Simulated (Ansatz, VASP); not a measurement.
## One calculation of Mo, two programs

Contents of INCAR:

```
SYSTEM = Mo
ALGO = Fast
EDIFF = 1E-7
ENCUT = 520
GGA = PE
ISIF = 2
ISMEAR = 0
LASPH = .TRUE.
LCHARG = .FALSE.
LREAL = .FALSE.
LWAVE = .FALSE.
NBANDS = 13
NELM = 60
PREC = Accurate
SIGMA = 0.15
```

The input KPOINTS:

```
k-points
0
G
  22 22 22
  0 0 0
```

POSCAR

```
Mo
1.0
   -1.4453200000      1.4453200000      1.5710000000
    1.4453200000     -1.4453200000      1.5710000000
    1.4453200000      1.4453200000     -1.5710000000
Mo
1
Direct
    0.0000000000      0.0000000000      0.0000000000
```

Input for Ansatz:

```yaml
crystal:
  lattice:
    - [-1.44532, 1.44532, 1.571]
    - [1.44532, -1.44532, 1.571]
    - [1.44532, 1.44532, -1.571]
  atoms:
    - { symbol: Mo, position: [0.0, 0.0, 0.0] }
basis:
  ecutwfc: 420
kpoints:
  mp_grid: { grid: [22, 22, 22] }
hamiltonian:
  xc: pbe
scf:
  occupations: { method: gaussian, width: 0.15 }
output:
  forces: true
  stress: true
  eigenvalues: true
  write_density: true
  write_potential: true
  elf: true
  volumetric_format: npy
```

Change from the starting cell: strain -0.080 along x and y, +0.000 along z, atoms carried along.

Alike in both runs: task single point; functional PBE; k mesh 22 × 22 × 22; occupations gaussian, width 0.15 eV; no spin polarisation.

```csv
,VASP,Ansatz
version,VASP 6.6.1,Ansatz 0.2.0
potentials or method,"VASP PAW PBE potentials, release 64 (Mo_sv), cutoff 520 eV","scalar-relativistic, plane waves, PAW"
valence electrons in the cell,14,14
```

VASP gave:

```
gap on the k mesh at the Fermi level (eV)                     : none
pressure (GPa)                                                : 72.1
traceless stress, the component that is largest in VASP (GPa) : -21.81
```

Q: Which values does Ansatz return?

A: gap on the k mesh at the Fermi level (eV): none; pressure (GPa): 70.9; traceless stress, the component that is largest in VASP (GPa): -21.84.

A gap of «none» marks a metal or a gap that the smearing closes. Both programs put the cell under a high pressure, so it lies far from rest at this level.

Noted on VASP's run: the cell as given lies far from equilibrium.
